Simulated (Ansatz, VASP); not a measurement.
Mg in VASP and in Ansatz

File INCAR:

```
PREC = Accurate
ENCUT = 520
EDIFF = 1E-6
ISMEAR = -1
SIGMA = 0.03
LREAL = False
LASPH = True
NELM = 100
ALGO = Normal
ISIF = 2
LWAVE = False
LCHARG = False
GGA = PE
NBANDS = 7
```

File KPOINTS:

```
regular mesh
0
Gamma
  19 19 19
```

POSCAR

```
Mg
1.0
   -1.4565448511      1.4565448511      1.4565448511
    1.4565448511     -1.4565448511      1.4565448511
    1.4565448511      1.4565448511     -1.4565448511
Mg
1
Direct
    0.0000000000      0.0000000000      0.0000000000
```

Input for Ansatz:

```yaml
crystal:
  lattice:
    - [-1.4565448511, 1.4565448511, 1.4565448511]
    - [1.4565448511, -1.4565448511, 1.4565448511]
    - [1.4565448511, 1.4565448511, -1.4565448511]
  atoms:
    - { symbol: Mg, position: [0.0, 0.0, 0.0] }
kpoints:
  mp_grid: { grid: [19, 19, 19] }
scf:
  occupations: { method: fermi_dirac, width: 0.03 }
hamiltonian:
  xc: pbe
  pseudopotentials: { kind: all_electron, lapw: { basis_error: 0.0005 } }
output:
  forces: true
  stress: true
  eigenvalues: true
```

Change from the starting cell: volume scaled by 0.96.

Alike in both runs: task single point; functional PBE; k mesh 19 × 19 × 19; occupations fermi-dirac, width 0.03 eV; no spin polarisation.

|  | VASP | Ansatz |
| --- | --- | --- |
| version | VASP 6.6.1 | Ansatz 0.2.0 |
| potentials or method | VASP PAW PBE potentials, release 64 (Mg), cutoff 520 eV | all-electron LAPW, scalar-relativistic |

VASP gave:

* pressure (GPa): 73.6

Q: Estimate Ansatz's values.

A: Pressure (GPa): 72.4.

Both programs put the cell under a high pressure, so it lies far from rest at this level. Ansatz ran all-electron here, and VASP with PAW potentials.

Noted on VASP's run: the cell as given lies far from equilibrium.
